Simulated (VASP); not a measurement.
The system is Se.

```
Se
1.0
     5.62475    3.24745    1.48853
    -5.62475    3.24745    1.48853
     0.00000   -6.49490    1.48853
Se
6
Direct
  0.83930 0.71504 0.08414
  0.71504 0.08414 0.83930
  0.08414 0.83930 0.71504
  0.16070 0.28496 0.91586
  0.28496 0.91586 0.16070
  0.91586 0.16070 0.28496
```

Base run:

- Program: VASP 6.6.1
- Functional: PBE
- Potentials or basis: VASP PAW PBE potentials, release 64 (Se)
- Cutoff: 520 eV
- k mesh: 6 × 6 × 6
- Occupations: gaussian, width 0.01 eV
- Spin: no spin polarisation

Its results: band gap on the k mesh 1.23 eV (least direct gap 1.44 eV); pressure 2.4 GPa; largest force 0.363 eV/Å.

Problem. The run is repeated on the same cell with these changes: functional from PBE to r2SCAN; further incar settings from ALGO = Normal; EDIFF = 1e-06; NBANDS = 27 to ALGO = Normal; EDIFF = 1e-07; NBANDS = 27. What comes out?

Solution. Band gap on the k mesh 1.51 eV (least direct gap 1.73 eV); pressure 0.8 GPa; largest force 0.040 eV/Å.

Caveats: this functional lacks dispersion, which holds the molecules together, so the pressure and a relaxed volume are unreliable (at least some runs); the PAW data sets were made with another functional, which shifts forces and pressure a little (at least some runs).

A k mesh can miss the band edges.
